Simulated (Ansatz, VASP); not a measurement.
**Ga5P4: VASP beside Ansatz**

The input INCAR:

```
PREC = Accurate
ENCUT = 520
EDIFF = 1E-6
ISMEAR = 0
SIGMA = 0.05
LREAL = F
LASPH = T
NELM = 60
ALGO = Normal
ISIF = 2
LWAVE = F
LCHARG = F
LDIPOL = T
IDIPOL = 3
DIPOL = 0.5 0.5 0.500
GGA = PE
NBANDS = 52
```

File KPOINTS:

```
regular mesh
0
Gamma
  7 7 1
```

The input POSCAR:

```
Ga5P4
1.0
    3.8926748890      0.0000000000      0.0000000000
    0.0000000000      3.8926748890      0.0000000000
    0.0000000000      0.0000000000     26.0101472439
Ga P
5 4
Direct
    0.5000000000      0.5000000000      0.2883490020
    0.0000000000      0.0000000000      0.3941745010
    0.5000000000      0.5000000000      0.5000000000
    0.0000000000      0.0000000000      0.6058254990
    0.5000000000      0.5000000000      0.7116509980
    0.5000000000      0.0000000000      0.3412617515
    0.0000000000      0.5000000000      0.4470872505
    0.5000000000      0.0000000000      0.5529127495
    0.0000000000      0.5000000000      0.6587382485
```

Input for Ansatz:

```yaml
crystal:
  lattice:
    - [3.892674889, 0.0, 0.0]
    - [0.0, 3.892674889, 0.0]
    - [0.0, 0.0, 26.0101472439]
  atoms:
    - { symbol: Ga, position: [0.5, 0.5, 0.288349002] }
    - { symbol: P, position: [0.5, 0.0, 0.3412617515] }
    - { symbol: Ga, position: [0.0, 0.0, 0.394174501] }
    - { symbol: P, position: [0.0, 0.5, 0.4470872505] }
    - { symbol: Ga, position: [0.5, 0.5, 0.5] }
    - { symbol: P, position: [0.5, 0.0, 0.5529127495] }
    - { symbol: Ga, position: [0.0, 0.0, 0.605825499] }
    - { symbol: P, position: [0.0, 0.5, 0.6587382485] }
    - { symbol: Ga, position: [0.5, 0.5, 0.711650998] }
basis:
  ecutwfc: 420
kpoints:
  mp_grid: { grid: [7, 7, 1] }
hamiltonian:
  xc: pbe
scf:
  occupations: { method: gaussian, width: 0.05 }
output:
  forces: true
  stress: true
  eigenvalues: true
  write_density: true
  write_potential: true
  elf: true
  volumetric_format: npy
efield:
  axis: 3
  dipole_correction: true
  ramp_width: 0.04
```

Alike in both runs: task single point; functional PBE; k mesh 7 × 7 × 1; occupations gaussian, width 0.05 eV; no spin polarisation.

|  | VASP | Ansatz |
| --- | --- | --- |
| version | VASP 6.6.1 | Ansatz 0.2.0 |
| potentials or method | VASP PAW PBE potentials, release 64 (Ga_d, P), cutoff 520 eV | scalar-relativistic, plane waves, PAW |
| valence electrons in the cell | 85 | 85 |

|  | VASP | Ansatz | Ansatz less VASP |
| --- | --- | --- | --- |
| gap on the k mesh at the Fermi level (eV) | none | none | - |
| rms of the force components (eV/Å) | 0.261 | 0.258 | -0.0035 |

A gap of «none» marks a metal or a gap that the smearing closes. Ansatz's warnings: xc potential rough in thin density.
